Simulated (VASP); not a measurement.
# Tl3Cu in VASP: a series of runs, part 3 of 4

VASP 6.6.1.

## Step 5: Single point, PBE

This run uses another cell than the first one, of 21.75 Å³/atom.

The input, INCAR:

```
PREC     = Accurate       # precision mode
ENCUT    = 520            # plane-wave cutoff, eV
EDIFF    = 1E-6           # SCF threshold, eV
ISMEAR   = -1             # smearing method
SIGMA    = 0.05           # smearing width, eV
LREAL    = False          # projectors in reciprocal space
LASPH    = True           # aspherical terms in the spheres
NELM     = 100            # most SCF steps
ALGO     = Fast           # electronic algorithm
ISIF     = 2              # what is computed and relaxed
LWAVE    = False          # write WAVECAR
LCHARG   = False          # write CHGCAR
GGA      = PE             # functional
NBANDS   = 33             # bands
```

The input, KPOINTS:

```
Automatic mesh
0
Gamma
  6 6 6
```

The input, POSCAR:

```
Tl3Cu
1.0
    4.4311902268      0.0000000000      0.0000000000
    0.0000000000      4.4311902268      0.0000000000
    0.0000000000      0.0000000000      4.4311902268
Tl Cu
3 1
Direct
    0.5000000000      0.5000000000      0.0000000000
    0.5000000000      0.0000000000      0.5000000000
    0.0000000000      0.5000000000      0.5000000000
    0.0000000000      0.0000000000      0.0000000000
```

Potentials or basis: VASP PAW PBE potentials, release 64 (Tl_d, Cu).

Started as:

```
cat potpaw_PBE.64/Tl_d/POTCAR potpaw_PBE.64/Cu/POTCAR > POTCAR
mpirun -np 1 vasp_std > vasp.out
```

OUTCAR:

```text
PREC = Accurate
   ENCUT = 520
   EDIFF = 1E-6
   ISMEAR = -1
   LREAL = False
   LASPH = True
   NELM = 100
   ISIF = 2
   GGA = PE

 ion  position               nearest neighbor table
   1  0.500  0.500  0.000-   2 3.13   3 3.13   4 3.13   2 3.13   3 3.13   2 3.13   4 3.13   2 3.13
                             3 3.13   4 3.13   3 3.13   4 3.13
   2  0.500  0.000  0.500-   1 3.13   3 3.13   4 3.13   1 3.13   4 3.13   1 3.13   3 3.13   1 3.13
                             3 3.13   4 3.13   4 3.13   3 3.13
   3  0.000  0.500  0.500-   1 3.13   2 3.13   4 3.13   1 3.13   4 3.13   2 3.13   4 3.13   4 3.13
                             1 3.13   2 3.13   1 3.13   2 3.13
   4  0.000  0.000  0.000-   1 3.13   2 3.13   3 3.13   2 3.13   3 3.13   1 3.13   3 3.13   3 3.13
                             1 3.13   2 3.13   2 3.13   1 3.13

  LATTYP: Found a simple cubic cell.
 ALAT       =     4.4311902268

  Lattice vectors:

 A1 = (   4.4311902268,   0.0000000000,   0.0000000000)
 A2 = (   0.0000000000,   4.4311902268,   0.0000000000)
 A3 = (   0.0000000000,   0.0000000000,   4.4311902268)

Analysis of symmetry for initial positions (statically):
=====================================================================
 Subroutine PRICEL returns:
 Original cell was already a primitive cell.

 Routine SETGRP: Setting up the symmetry group for a
 simple cubic supercell.

 Subroutine GETGRP returns: Found 48 space group operations
 (whereof 48 operations were pure point group operations)
 out of a pool of 48 trial point group operations.

The static configuration has the point symmetry O_h .

Analysis of symmetry for dynamics (positions and initial velocities):
=====================================================================
 Subroutine PRICEL returns:
 Original cell was already a primitive cell.

 Routine SETGRP: Setting up the symmetry group for a
 simple cubic supercell.

 Subroutine GETGRP returns: Found 48 space group operations
 (whereof 48 operations were pure point group operations)
 out of a pool of 48 trial point group operations.

The dynamic configuration has the point symmetry O_h .

 Subroutine INISYM returns: Found 48 space group operations
 (whereof 48 operations are pure point group operations),
 and found     1 'primitive' translations

----------------------------------------------------------------------------------------

                                     Primitive cell

  volume of cell :      87.0084

  direct lattice vectors                    reciprocal lattice vectors
     4.431190227  0.000000000  0.000000000     0.225673002  0.000000000  0.000000000
     0.000000000  4.431190227  0.000000000     0.000000000  0.225673002  0.000000000
     0.000000000  0.000000000  4.431190227     0.000000000  0.000000000  0.225673002

  length of vectors
     4.431190227  4.431190227  4.431190227     0.225673002  0.225673002  0.225673002

  position of ions in fractional coordinates (direct lattice)
     0.500000000  0.500000000  0.000000000
     0.500000000  0.000000000  0.500000000
[... 27 lines left out ...]

  Shift w.r.t. Gamma in fractional coordinates (k-lattice)
     0.000000000  0.000000000  0.000000000

 Subroutine IBZKPT returns following result:
 ===========================================

 Found     20 irreducible k-points:

 Following reciprocal coordinates:
            Coordinates               Weight
  0.000000  0.000000  0.000000      1.000000
  0.166667  0.000000  0.000000      6.000000
  0.333333  0.000000  0.000000      6.000000
  0.500000  0.000000  0.000000      3.000000
  0.166667  0.166667  0.000000     12.000000
  0.333333  0.166667  0.000000     24.000000
[... 12 lines left out ...]
  0.500000  0.500000  0.333333      6.000000
  0.500000  0.500000  0.500000      1.000000
   k-points           NKPTS =     20   k-points in BZ     NKDIM =     20   number of bands    NBANDS=     33
   number of dos      NEDOS =    301   number of ions     NIONS =      4
   total plane-waves  NPLWV =  46656
   dimension x,y,z NGX =    36 NGY =   36 NGZ =   36
   dimension x,y,z NGXF=    72 NGYF=   72 NGZF=   72
   ions per type =               3   1
   NGX,Y,Z   is equivalent  to a cutoff of  13.51, 13.51, 13.51 a.u.
   NGXF,Y,Z  is equivalent  to a cutoff of  27.01, 27.01, 27.01 a.u.
 SYSTEM =  unknown system
   PREC   = accura    normal or accurate (medium, high low for compatibility)
   ISTART =      0    job   : 0-new  1-cont  2-samecut
   ICHARG =      2    charge: 1-file 2-atom 10-const
   ISPIN  =      1    spin polarized calculation?
   LNONCOLLINEAR =      F non collinear calculations
   LSORBIT =      F    spin-orbit coupling
   LASPH  =      T    aspherical Exc in radial PAW
   ENCUT  =  520.0 eV  38.22 Ry    6.18 a.u.   8.24  8.24  8.24*2*pi/ulx,y,z
   NELM   =    100;   NELMIN=  2; NELMDL= -5     # of ELM steps
   EDIFF  = 0.1E-05   stopping-criterion for ELM
   LREAL  =      F    real-space projection
   EDIFFG = 0.1E-04   stopping-criterion for IOM
   NSW    =      0    number of steps for IOM
   IBRION =     -1    ionic relax: 0-MD 1-quasi-New 2-CG
   NFREE  =      0    steps in history (QN), initial steepest desc. (CG)
   ISIF   =      2    stress and relaxation
   ISYM   =      2    0-nonsym 1-usesym 2-fastsym
   POTIM  = 0.5000    time-step for ionic-motion
   TEBEG  =    0.0;   TEEND  =   0.0 temperature during run
   PSTRESS=    0.0 pullay stress
   NELECT =      50.0000    total number of electrons
   NUPDOWN=      -1.0000    fix difference up-down
   EMIN   =  10.00;   EMAX   =-10.00  energy-range for DOS
   EFERMI =   0.00;   METHOD = LEGACY
   ISMEAR =    -1;   SIGMA  =   0.05  broadening in eV -4-tet -1-fermi 0-gaus
   EFERMI_NEDOS =   21; number of points for ismear=-14 and -15
   IALGO  =     68    algorithm
   IMIX   =      4    mixing-type and parameters
     AMIX     =   0.40;   BMIX     =  1.00
     AMIX_MAG =   1.60;   BMIX_MAG =  1.00
  volume/ion in A,a.u.               =      21.75       146.79
  Fermi-wavevector in a.u.,A,eV,Ry     =   1.361062  2.572033 25.204637  1.852489
  Thomas-Fermi vector in A             =   2.487670
   LORBIT       =      0    0 simple, 1 ext, 2 COOP (PROOUT), +10 PAW based schemes
   GGA     = PE    functional components
   LHFCALC =     F    Hartree Fock is set to
   AEXX    =    0.0000 exact exchange contribution
   IVDW    =     0    specifies the selected vdW correction
   LEPSILON=     F    determine dielectric tensor
   LRPA    =     F    only Hartree local field effects (RPA)
 non-spin polarized calculation
 RMM-DIIS sequential band-by-band and
  energy-cutoff  :      520.00
  volume of cell :       87.01
 maximum number of plane-waves:      2364
 NGX is ok and might be reduce to    36
   NGX = 17   NGY = 17   NGZ = 17

 number of electron      50.0000003 magnetization

 Free energy of the ion-electron system (eV)
  ---------------------------------------------------
  ext. energy  EPLUGINS =         0.00000000
  ---------------------------------------------------
  free energy    TOTEN  =        -8.81193204 eV

  energy without entropy =       -8.79419547  energy(sigma->0) =       -8.80306376

 E-fermi :   8.0947     XC(G=0): -11.1481

 val. band max:        8.0889825875   @ k =   0.3333   0.1667   0.0000
 cond. band min:       8.2861674317   @ k =   0.3333   0.0000   0.0000
 fundamental gap:      0.1971848442
 Fermi energy:         8.0946974287

 k-point     1 :       0.0000    0.0000    0.0000
  band No.  band energies     occupation
      1      -4.5848      2.00000
      2      -4.4003      2.00000
      3      -4.4003      2.00000
      4      -4.4003      2.00000
      5      -4.0348      2.00000
      6      -4.0348      2.00000
[... 709 lines left out ...]
     32      19.2616      0.00000
     33      19.3539      0.00000

------------------------ aborting loop because EDIFF is reached ----------------------------------------

  FORCE on cell =-STRESS in cart. coord.  units (eV):
  Direction    XX          YY          ZZ          XY          YZ          ZX
  --------------------------------------------------------------------------------------
  -------------------------------------------------------------------------------------
  Total        5.4068623      5.4068623      5.4068623      0.0000000      0.0000000     -0.0000000
  in kB       99.5622514     99.5622514     99.5622514      0.0000000      0.0000000     -0.0000000
  external PRESSURE =      99.5622514 kB  Pullay stress =       0.0000000 kB

 VOLUME and BASIS-vectors are now :
 -----------------------------------------------------------------------------
  energy-cutoff  :      520.00
  volume of cell :       87.01
      direct lattice vectors                 reciprocal lattice vectors
     4.431190227  0.000000000  0.000000000     0.225673002  0.000000000  0.000000000
     0.000000000  4.431190227  0.000000000     0.000000000  0.225673002  0.000000000
     0.000000000  0.000000000  4.431190227     0.000000000  0.000000000  0.225673002

 POSITION                                       TOTAL-FORCE (eV/Angst)
 -----------------------------------------------------------------------------------
      2.21560      2.21560      0.00000         0.000000      0.000000      0.000000
      2.21560      0.00000      2.21560         0.000000      0.000000      0.000000
      0.00000      2.21560      2.21560         0.000000      0.000000      0.000000
      0.00000      0.00000      0.00000         0.000000      0.000000      0.000000
 -----------------------------------------------------------------------------------
    total drift:                                0.000000      0.000000      0.000000

  FREE ENERGIE OF THE ION-ELECTRON SYSTEM (eV)
  ---------------------------------------------------
  free  energy   TOTEN  =        -8.8119320419 eV

  energy  without entropy=       -8.7941954742  energy(sigma->0) =       -8.80306376
```

Run time: 42 s. Hardware: 1 thread of Intel Xeon Platinum 8488C (Sapphire Rapids), shared host; peak memory 0.22 GiB.

What came out:

| Quantity | Value |
| --- | --- |
| Free energy | -8.8119 eV |
| Pressure | 10.0 GPa |
| Band gap on the k mesh | zero (bands 25 and 26 overlap by 3.99 eV) |

Levels at points of the mesh, in eV from the Fermi level:
```csv
k point,band 23,band 24,band 25,band 26,band 27,band 28
"(0.00, 0.00, 0.00)",-1.89,-1.89,-1.61,-1.61,1.04,5.39
"(0.50, 0.00, 0.00)",-2.39,0.33,0.78,0.78,1.62,1.62
"(0.50, 0.50, 0.00)",-2.32,-2.24,1.92,2.83,2.83,3.27
"(0.50, 0.50, 0.50)",-2.42,-2.42,-2.07,-2.07,-2.07,-0.61
```

Caveat: the cell stands under pressure; spin-orbit coupling is left out, which moves the levels of the heavy elements.

[end of part 3 of 4]

The gap in the log of VASP goes by the Fermi energy; the results here count the filled bands.